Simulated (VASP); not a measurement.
BaMnTl: single point with PBE

Crystal: BaMnTl.

```
CELL_PARAMETERS angstrom
4.71246 0.00000 0.00000
0.00000 4.71246 0.00000
0.00000 0.00000 8.24044
ATOMIC_POSITIONS crystal
Mn 0.00000 0.00000 0.00000
Mn 0.50000 0.50000 0.00000
Ba 0.00000 0.50000 0.16800
Ba 0.50000 0.00000 0.83200
Tl 0.00000 0.50000 0.68800
Tl 0.50000 0.00000 0.31200
```

```yaml
Program: VASP 6.6.1
Task: single point
Functional: PBE
Potentials_or_basis: VASP PAW PBE potentials, release 64 (Mn_pv, Ba_sv, Tl_d)
Cutoff: 520 eV
k_mesh: 7 × 7 × 4
Occupations: fermi-dirac, width 0.1 eV
Spin: no spin polarisation
Dipole_correction: no
k_mesh_for_the_DOS: 11 × 11 × 6
Occupations_for_the_DOS: tetrahedron
Further_INCAR_settings: ALGO = Normal; EDIFF = 1e-06
```

The valence electrons inside the program's atomic spheres are Mn 11.72; Ba 8.34; Tl 11.19.

Levels at points of the mesh, in eV from the Fermi level:
| k point | band 32 | band 33 | band 34 | band 35 | band 36 | band 37 | band 38 | band 39 | band 40 | band 41 |
| --- | --- | --- | --- | --- | --- | --- | --- | --- | --- | --- |
| (0.00, 0.00, 0.00) | -0.35 | -0.18 | -0.18 | -0.16 | -0.16 | 0.58 | 1.19 | 1.22 | 1.40 | 1.40 |
| (0.00, 0.00, 0.50) | -0.36 | -0.17 | -0.17 | -0.10 | -0.10 | 0.45 | 0.58 | 1.20 | 1.31 | 1.31 |

It took 12 min on 1 thread of Oxide Virtual Turin-like Processor, on a shared host, peak memory 0.66 GiB.

Caveat: spin-orbit coupling is left out, which moves the levels of the heavy elements; the run has no spin polarisation, though such a crystal can be magnetic. Spin polarisation is off, so any magnetic state and its effect on volume and gap are missing.
